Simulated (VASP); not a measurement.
Crystal: AlN.

```
CELL_PARAMETERS angstrom
0.00000 2.04799 2.04799
2.04799 0.00000 2.04799
2.04799 2.04799 0.00000
ATOMIC_POSITIONS crystal
Al 0.50000 0.50000 0.50000
N 0.00000 0.00000 0.00000
```

This cell differs from its parent crystal: volume scaled by 1.02.

Base run:

| Item | Value |
| --- | --- |
| Program | VASP 6.6.1 |
| Functional | PBEsol |
| Potentials or basis | VASP PAW PBE potentials, release 64 (Al, N) |
| Cutoff | 520 eV |
| k mesh | 11 × 11 × 11 |
| Occupations | fermi-dirac, width 0.05 eV |
| Spin | no spin polarisation |

Its results: band gap on the k mesh 4.32 eV, indirect (least direct gap 5.12 eV); pressure -9.2 GPa.

Problem. The run is repeated on the same cell with these changes: functional from PBEsol to r2SCAN. What comes out?

Solution. Band gap on the k mesh 5.23 eV, indirect (least direct gap 5.94 eV); pressure -11.7 GPa.

r2SCAN gives the wider gap, since meta-GGAs in the generalised Kohn-Sham scheme recover part of the derivative discontinuity.

Caveats: the PAW data sets were made with another functional, which shifts forces and pressure a little.

A k mesh can miss the band edges.
